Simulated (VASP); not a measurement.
# Rb2NaPt (I4/mmm) in VASP: further runs

Rb2NaPt is run at these levels: PBE; tasks: single point, relaxation of cell and atoms.

All numbers are computed with VASP 6.6.1; they aren't measurements. Logs are shortened: lines on timing, memory, paths and dates and some standing lists are left out, and cuts for length are marked.

## 1. The cell of the first run

The structure is tetragonal, space group I4/mmm (No. 139). The conventional cell has a = 6.732 Å, b = 6.732 Å, c = 6.480 Å, α = 90.00°, β = 90.00°, γ = 90.00°. Within 4.3 Å of Rb (site symmetry mmm) lie 2 Rb at 3.24 Å and 2 Na at 3.37 Å and 2 Pt at 3.37 Å. Na (site symmetry 4/mmm) has 2 Pt at 3.24 Å and 4 Rb at 3.37 Å within 4.3 Å. Within 4.3 Å of Pt (site symmetry 4/mmm) lie 2 Na at 3.24 Å and 4 Rb at 3.37 Å.

The cell was built from a structure type or drawn by symmetry, and may not be a known phase.

## 2. Single point, PBE

Input file INCAR:

```
  PREC = Accurate
  ENCUT = 520
  EDIFF = 1E-6
  ISMEAR = 0
  SIGMA = 0.1
  LREAL = F
  LASPH = T
  NELM = 80
  ALGO = Normal
  ISIF = 2
  LWAVE = F
  LCHARG = F
  GGA = PE
  NBANDS = 26
```

Input file KPOINTS:

```
regular mesh
0
Gamma
  4 4 4
```

Input file POSCAR:

```
Rb2NaPt
1.0
   -3.3661748217      3.3661748217      3.2401423661
    3.3661748217     -3.3661748217      3.2401423661
    3.3661748217      3.3661748217     -3.2401423661
Rb Na Pt
2 1 1
Direct
    0.5000000000      0.0000000000      0.5000000000
    0.0000000000      0.5000000000      0.5000000000
    0.5000000000      0.5000000000      0.0000000000
    0.0000000000      0.0000000000      0.0000000000
```

Potentials or basis: VASP PAW PBE potentials, release 64 (Rb_sv, Na_pv, Pt).

The run is started by

```console
$ cat potpaw_PBE.64/Rb_sv/POTCAR potpaw_PBE.64/Na_pv/POTCAR potpaw_PBE.64/Pt/POTCAR > POTCAR
$ mpirun -np 1 vasp_std > vasp.out
```

OUTCAR:

```text
PREC = Accurate
   ENCUT = 520
   EDIFF = 1E-6
   ISMEAR = 0
   LREAL = F
   LASPH = T
   NELM = 80
   ISIF = 2
   GGA = PE

 ion  position               nearest neighbor table
   1  0.500  0.000  0.500-   2 3.24   2 3.24   4 3.37   3 3.37   4 3.37   3 3.37   2 4.76   2 4.76
                             2 4.76   2 4.76
   2  0.000  0.500  0.500-   1 3.24   1 3.24   4 3.37   4 3.37   3 3.37   3 3.37   1 4.76   1 4.76
                             1 4.76   1 4.76
   3  0.500  0.500  0.000-   1 3.37   2 3.37   1 3.37   2 3.37
   4  0.000  0.000  0.000-   1 3.37   2 3.37   2 3.37   1 3.37

  LATTYP: Found a body centered tetragonal cell.
 ALAT       =     6.7323496434
 C/A-ratio  =     0.9625591473

  Lattice vectors:

 A1 = (  -3.3661748217,   3.3661748217,   3.2401423661)
 A2 = (   3.3661748217,  -3.3661748217,   3.2401423661)
 A3 = (   3.3661748217,   3.3661748217,  -3.2401423661)

Analysis of symmetry for initial positions (statically):
=====================================================================
 Subroutine PRICEL returns:
 Original cell was already a primitive cell.

 Routine SETGRP: Setting up the symmetry group for a
 body centered tetragonal supercell.

 Subroutine GETGRP returns: Found 16 space group operations
 (whereof 16 operations were pure point group operations)
 out of a pool of 16 trial point group operations.

The static configuration has the point symmetry D_4h.

Analysis of symmetry for dynamics (positions and initial velocities):
=====================================================================
 Subroutine PRICEL returns:
 Original cell was already a primitive cell.

 Routine SETGRP: Setting up the symmetry group for a
 body centered tetragonal supercell.

 Subroutine GETGRP returns: Found 16 space group operations
 (whereof 16 operations were pure point group operations)
 out of a pool of 16 trial point group operations.

The dynamic configuration has the point symmetry D_4h.

 Subroutine INISYM returns: Found 16 space group operations
 (whereof 16 operations are pure point group operations),
 and found     1 'primitive' translations

----------------------------------------------------------------------------------------

                                     Primitive cell

  volume of cell :     146.8579
[... 78 lines left out ...]
   LASPH  =      T    aspherical Exc in radial PAW
   ENCUT  =  520.0 eV  38.22 Ry    6.18 a.u.  10.71 10.71 10.71*2*pi/ulx,y,z
   NELM   =     80;   NELMIN=  2; NELMDL= -5     # of ELM steps
   EDIFF  = 0.1E-05   stopping-criterion for ELM
   LREAL  =      F    real-space projection
   EDIFFG = 0.1E-04   stopping-criterion for IOM
   NSW    =      0    number of steps for IOM
   IBRION =     -1    ionic relax: 0-MD 1-quasi-New 2-CG
   NFREE  =      0    steps in history (QN), initial steepest desc. (CG)
   ISIF   =      2    stress and relaxation
   ISYM   =      2    0-nonsym 1-usesym 2-fastsym
   POTIM  = 0.5000    time-step for ionic-motion
   TEBEG  =    0.0;   TEEND  =   0.0 temperature during run
   PSTRESS=    0.0 pullay stress
   NELECT =      35.0000    total number of electrons
   NUPDOWN=      -1.0000    fix difference up-down
   EMIN   =  10.00;   EMAX   =-10.00  energy-range for DOS
   EFERMI =   0.00;   METHOD = LEGACY
   ISMEAR =     0;   SIGMA  =   0.10  broadening in eV -4-tet -1-fermi 0-gaus
   EFERMI_NEDOS =   21; number of points for ismear=-14 and -15
   IALGO  =     38    algorithm
   IMIX   =      4    mixing-type and parameters
     AMIX     =   0.40;   BMIX     =  1.00
     AMIX_MAG =   1.60;   BMIX_MAG =  1.00
  volume/ion in A,a.u.               =      36.71       247.76
  Fermi-wavevector in a.u.,A,eV,Ry     =   1.014998  1.918067 14.016997  1.030220
  Thomas-Fermi vector in A             =   2.148258
   LORBIT       =      0    0 simple, 1 ext, 2 COOP (PROOUT), +10 PAW based schemes
   GGA     = PE    functional components
   LHFCALC =     F    Hartree Fock is set to
   AEXX    =    0.0000 exact exchange contribution
   IVDW    =     0    specifies the selected vdW correction
   LEPSILON=     F    determine dielectric tensor
   LRPA    =     F    only Hartree local field effects (RPA)
 non-spin polarized calculation
 Gauss-broadening in eV      SIGMA  =   0.10
  energy-cutoff  :      520.00
  volume of cell :      146.86
 maximum number of plane-waves:      3968
 NGX is ok and might be reduce to    48
   NGX = 21   NGY = 21   NGZ = 21

 number of electron      34.9999999 magnetization

 Free energy of the ion-electron system (eV)
  ---------------------------------------------------
  ext. energy  EPLUGINS =         0.00000000
  ---------------------------------------------------
  free energy    TOTEN  =        -7.99101682 eV

  energy without entropy =       -7.97192328  energy(sigma->0) =       -7.98147005

 E-fermi :   1.7616     XC(G=0):  -7.7400

 val. band max:        1.7491556082   @ k =   0.5000   0.2500   0.0000
 cond. band min:       1.8501811874   @ k =   0.2500   0.2500   0.2500
 fundamental gap:      0.1010255792
 Fermi energy:         1.7615593662

 k-point     1 :       0.0000    0.0000    0.0000
  band No.  band energies     occupation
      1     -26.7613      2.00000
      2     -26.5133      2.00000
      3     -23.3159      2.00000
      4     -23.3159      2.00000
      5     -23.1594      2.00000
      6     -11.8338      2.00000
[... 366 lines left out ...]
     25       6.4060      0.00000
     26       7.1131      0.00000

------------------------ aborting loop because EDIFF is reached ----------------------------------------

  FORCE on cell =-STRESS in cart. coord.  units (eV):
  Direction    XX          YY          ZZ          XY          YZ          ZX
  --------------------------------------------------------------------------------------
  -------------------------------------------------------------------------------------
  Total        0.2359711      0.2359711      0.4046458      0.0000000     -0.0000000      0.0000000
  in kB        2.5743763      2.5743763      4.4145684      0.0000000     -0.0000000      0.0000000
  external PRESSURE =       3.1877737 kB  Pullay stress =       0.0000000 kB

 VOLUME and BASIS-vectors are now :
 -----------------------------------------------------------------------------
  energy-cutoff  :      520.00
  volume of cell :      146.86
      direct lattice vectors                 reciprocal lattice vectors
    -3.366174822  3.366174822  3.240142366     0.000000000  0.148536552  0.154314207
     3.366174822 -3.366174822  3.240142366     0.148536552  0.000000000  0.154314207
     3.366174822  3.366174822 -3.240142366     0.148536552  0.148536552  0.000000000

 POSITION                                       TOTAL-FORCE (eV/Angst)
 -----------------------------------------------------------------------------------
      0.00000      3.36617      0.00000        -0.000000      0.000000     -0.000000
      3.36617      0.00000      0.00000        -0.000000     -0.000000      0.000000
      0.00000      0.00000      3.24014         0.000000     -0.000000     -0.000000
      0.00000      0.00000      0.00000         0.000000     -0.000000      0.000000
 -----------------------------------------------------------------------------------
    total drift:                               -0.000000     -0.000000      0.000000

  FREE ENERGIE OF THE ION-ELECTRON SYSTEM (eV)
  ---------------------------------------------------
  free  energy   TOTEN  =        -7.9910168157 eV

  energy  without entropy=       -7.9719232830  energy(sigma->0) =       -7.98147005
```

OSZICAR:

```text
N       E                     dE             d eps       ncg     rms          rms(c)
DAV:   1     0.258719702753E+03    0.25872E+03   -0.15435E+04   684   0.120E+03
DAV:   2     0.138476679731E+02   -0.24487E+03   -0.22939E+03   774   0.288E+02
DAV:   3    -0.817059840152E+01   -0.22018E+02   -0.21716E+02  1052   0.856E+01
DAV:   4    -0.881371714304E+01   -0.64312E+00   -0.64121E+00  1016   0.134E+01
DAV:   5    -0.883551303038E+01   -0.21796E-01   -0.21791E-01   944   0.179E+00    0.479E+00
DAV:   6    -0.816512455284E+01    0.67039E+00   -0.20558E+00   764   0.525E+00    0.454E+00
DAV:   7    -0.805558827603E+01    0.10954E+00   -0.43050E-01   868   0.270E+00    0.229E+00
DAV:   8    -0.798865413638E+01    0.66934E-01   -0.14199E-01   830   0.180E+00    0.590E-01
DAV:   9    -0.799083527358E+01   -0.21811E-02   -0.27324E-02   922   0.645E-01    0.311E-01
DAV:  10    -0.799098798469E+01   -0.15271E-03   -0.34434E-03   800   0.273E-01    0.415E-02
DAV:  11    -0.799101039077E+01   -0.22406E-04   -0.21027E-04  1092   0.614E-02    0.178E-02
DAV:  12    -0.799101622698E+01   -0.58362E-05   -0.14384E-05   766   0.239E-02    0.380E-03
DAV:  13    -0.799101681573E+01   -0.58875E-06   -0.12216E-06   640   0.690E-03
   1 F= -.79910168E+01 E0= -.79814700E+01  d E =-.190935E-01
```

Run time: 66 s. Hardware: 1 thread of Intel Xeon Platinum 8488C (Sapphire Rapids), shared host; peak memory 0.33 GiB.

Results:

```yaml
Free_energy: -7.9910 eV
Pressure: 0.3 GPa
Band_gap_on_the_k_mesh: zero (an odd number of electrons rules out a gap without spin polarisation)
```

Stress tensor (GPa, compression positive):
```
0.26 0.00 0.00
0.00 0.26 0.00
0.00 0.00 0.44
```

Caveat: spin-orbit coupling is left out, which moves the levels of the heavy elements.

## 3. Relaxation of cell and atoms, PBE

This run uses another cell than the first one, of 34.17 Å³/atom.

Input file INCAR:

```
SYSTEM = Rb2NaPt
PREC     = Accurate       ! precision mode
ENCUT    = 600            ! plane-wave cutoff, eV
EDIFF    = 1E-6           ! SCF threshold, eV
ISMEAR   = 0              ! smearing method
SIGMA    = 0.1            ! smearing width, eV
LREAL    = .False.        ! projectors in reciprocal space
LASPH    = .True.         ! aspherical terms in the spheres
NELM     = 60             ! most SCF steps
ALGO     = Normal         ! electronic algorithm
ISIF     = 3              ! what is computed and relaxed
LWAVE    = .False.        ! write WAVECAR
LCHARG   = .False.        ! write CHGCAR
GGA      = PE             ! functional
IBRION   = 2              ! ionic algorithm
NSW      = 90             ! ionic steps
EDIFFG   = -0.04          ! ionic threshold
```

Input file KPOINTS:

```
regular mesh
0
Gamma
  4 4 4
  0 0 0
```

Input file POSCAR:

```
Rb2NaPt
1.0
   -3.0646804700      3.0646804700      3.6378479200
    3.0646804700     -3.0646804700      3.6378479200
    3.0646804700      3.0646804700     -3.6378479200
Rb Na Pt
2 1 1
Direct
    0.5000000000      0.0000000000      0.5000000000
    0.0000000000      0.5000000000      0.5000000000
    0.5000000000      0.5000000000      0.0000000000
    0.0000000000      0.0000000000      0.0000000000
```

Potentials or basis: VASP PAW PBE potentials, release 64 (Rb_sv, Na_pv, Pt).

The run is started by

```console
$ cat potpaw_PBE.64/Rb_sv/POTCAR potpaw_PBE.64/Na_pv/POTCAR potpaw_PBE.64/Pt/POTCAR > POTCAR
$ mpirun -np 1 vasp_std > vasp.out
```

Wall time 5.9 min (1 thread of Intel Xeon Platinum 8488C (Sapphire Rapids), shared host); peak memory 0.35 GiB.

Results (log left out):

- Free energy: -7.9933 eV
- Relaxed volume: 37.75 Å³/atom
- Relaxed cell: a = 5.812 Å, b = 5.812 Å, c = 5.812 Å, α = 108.55°, β = 108.55°, γ = 111.33°
- Space group after relaxing (to 0.1 Å): I4/mmm (No. 139)
- Energy gained by relaxing: 155.1 meV/atom
- Ionic steps: 10
- Pressure after relaxing: 0.0 GPa
- Band gap on the k mesh: zero (an odd number of electrons rules out a gap without spin polarisation)

Step by step:
```csv
step,energy change (eV),largest force (eV/Å),pressure (GPa),volume (Å³)
1,0.0000,0.0000,2.96,136.67
2,-0.4693,0.0000,0.55,149.11
3,-0.5796,0.0000,-0.36,157.34
4,-0.5889,0.0000,-0.58,160.07
5,-0.5893,0.0000,-0.61,160.53
6,-0.6088,0.0000,-0.42,156.86
7,-0.6184,0.0000,-0.20,153.33
8,-0.6192,0.0000,-0.12,151.98
9,-0.6192,0.0000,-0.15,152.15
10,-0.6202,0.0000,-0.05,151.02
```

Final structure:
```xyz
4
Lattice="-3.3937 3.3937 3.2782 3.3937 -3.3937 3.2782 3.3937 3.3937 -3.2782" Properties=species:S:1:pos:R:3 pbc="T T T"
Rb    0.0000    3.3937    0.0000
Rb    3.3937    0.0000    0.0000
Na    0.0000    0.0000    3.2782
Pt    3.3937    3.3937   -3.2782
```

Levels at points of the mesh, in eV from the Fermi level:
```csv
k point,band 15,band 16,band 17,band 18,band 19,band 20
"(0.00, 0.00, 0.00)",-1.32,-1.24,-1.23,1.74,2.49,2.49
"(0.50, 0.00, 0.00)",-1.11,-1.05,-0.95,-0.63,1.85,2.37
"(0.50, 0.50, 0.00)",-1.03,-0.99,-0.93,-0.48,0.65,2.51
"(0.50, 0.50, 0.50)",-1.10,-1.10,-1.10,1.19,1.19,1.38
```

Caveat: spin-orbit coupling is left out, which moves the levels of the heavy elements.
